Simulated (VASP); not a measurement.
Input of a VASP 6.6.1 run:

Contents of INCAR:

```
SYSTEM = TaN
ALGO = Normal ; EDIFF = 1E-8
ENCUT = 520 ; GGA = PS
GGA_COMPAT = .FALSE. ; ISIF = 2
ISMEAR = -1 ; LASPH = .TRUE.
LCHARG = .FALSE. ; LEFG = .TRUE.
LREAL = .FALSE. ; LWAVE = .FALSE.
NBANDS = 24 ; NELM = 120
PREC = Accurate ; SIGMA = 0.01
```

File KPOINTS:

```
k-points
0
G
  9 9 5
  0 0 0
```

POSCAR

```
TaN
1.0
    3.1415011232      0.0000000000      0.0000000000
   -1.5707505617      2.7206197788      0.0000000000
    0.0000000000      0.0000000000      4.9400000000
Ta N
2 2
Direct
    0.3333333333      0.6666666667      0.0000000000
    0.6666666667      0.3333333333      0.5000000000
    0.3333333333      0.6666666667      0.3850000000
    0.6666666667      0.3333333333      0.8850000000
```

Potentials or basis: VASP PAW PBE potentials, release 64 (Ta_pv, N).

Run with:

```bash
$ cat potpaw_PBE.64/Ta_pv/POTCAR potpaw_PBE.64/N/POTCAR > POTCAR
$ mpirun -np 1 vasp_std > vasp.out
```

**Question.** What does it give for the band gap on the k mesh?

**Answer.** Zero (band 16 reaches 9.42 eV, above the bottom of band 17 at 7.44 eV).

**Question.** Estimate the largest force.

**Answer.** 0.764 eV/Å.

**Question.** What does it give for the pressure?

**Answer.** 89.4 GPa.

Forces on the atoms (eV/Å):
```
Ta   0.000  0.000  0.764
Ta   0.000  0.000  0.764
N    0.000  0.000 -0.764
N    0.000  0.000 -0.764
```

Caveat: the cell differs from its parent crystal (equal xx and yy strain of +3 %); without QUAD_EFG the Cq values of the log hold for a quadrupole moment of 1 mb, not for the nuclei; the PAW data sets were made with another functional, which shifts forces and pressure a little; spin-orbit coupling is left out, which moves the levels of the heavy elements.
